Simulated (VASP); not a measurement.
Here is a VASP 6.6.1 calculation.

INCAR

```
  PREC = Accurate
  ENCUT = 520
  EDIFF = 1E-6
  ISMEAR = 0
  SIGMA = 0.4
  LREAL = False
  LASPH = True
  NELM = 80
  ALGO = Normal
  ISIF = 2
  LWAVE = False
  LCHARG = False
  GGA = PS
  NBANDS = 26
```

Contents of KPOINTS:

```
regular mesh
0
Gamma
  9 9 4
```

The input POSCAR:

```
TiO
1.0
    2.8516080131      0.0000000000      0.0000000000
   -1.4258040066      2.4695649810      0.0000000000
    0.0000000000      0.0000000000      5.5675030000
Ti O
2 2
Direct
    0.3333333333      0.6666666667      0.2500000000
    0.6666666667      0.3333333333      0.7500000000
    0.0000000000      0.0000000000      0.0000000000
    0.0000000000      0.0000000000      0.5000000000
```

Potentials or basis: VASP PAW PBE potentials, release 64 (Ti_sv, O).

Run with:

```sh
$ cat potpaw_PBE.64/Ti_sv/POTCAR potpaw_PBE.64/O/POTCAR > POTCAR
$ mpirun -np 1 vasp_std > vasp.out
```

(1) What does it give for the pressure?

(2) Estimate the band gap on the k mesh.

## Answers

(1) -9.2 GPa.

(2) zero (band 18 reaches 11.20 eV, above the bottom of band 19 at 11.00 eV).

Caveat: the PAW data sets were made with another functional, which shifts forces and pressure a little; semilocal functionals often make such compounds metallic where correlation or magnetic order opens a gap, which also shifts bond lengths.
